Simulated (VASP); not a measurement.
The system is CdS (Greenockite).

```
Cd S
1.0
     4.06528    0.00000    0.00000
    -2.03264    3.52064    0.00000
     0.00000    0.00000    6.59947
Cd S
2 2
Direct
  0.66667 0.33333 0.50000
  0.33333 0.66667 0.00000
  0.66667 0.33333 0.87500
  0.33333 0.66667 0.37500
```

This cell differs from its parent crystal: volume scaled by 0.94.

Base run:

| Property | Result |
| --- | --- |
| Program | VASP 6.6.1 |
| Functional | PBEsol |
| Potentials or basis | VASP PAW PBE potentials, release 64 (Cd, S) |
| Cutoff | 520 eV |
| k mesh | 7 × 7 × 4 |
| Occupations | fermi-dirac, width 0.05 eV |
| Spin | no spin polarisation |

Its results: band gap on the k mesh 1.20 eV, direct; pressure 3.6 GPa; largest force 0.079 eV/Å.

Q: After a change of settings the same cell gave: band gap on the k mesh 1.08 eV, direct; pressure 1.2 GPa; largest force 0.076 eV/Å. Which change was it?
A. functional from PBEsol to LDA; potentials or basis from VASP PAW PBE potentials, release 64 (Cd, S) to VASP PAW LDA potentials, release 64 (Cd, S)
B. functional from PBEsol to BLYP
C. functional from PBEsol to PBE
D. functional from PBEsol to PBE exchange alone

A: A.

Caveats: the PAW data sets were made with another functional, which shifts forces and pressure a little (some runs).
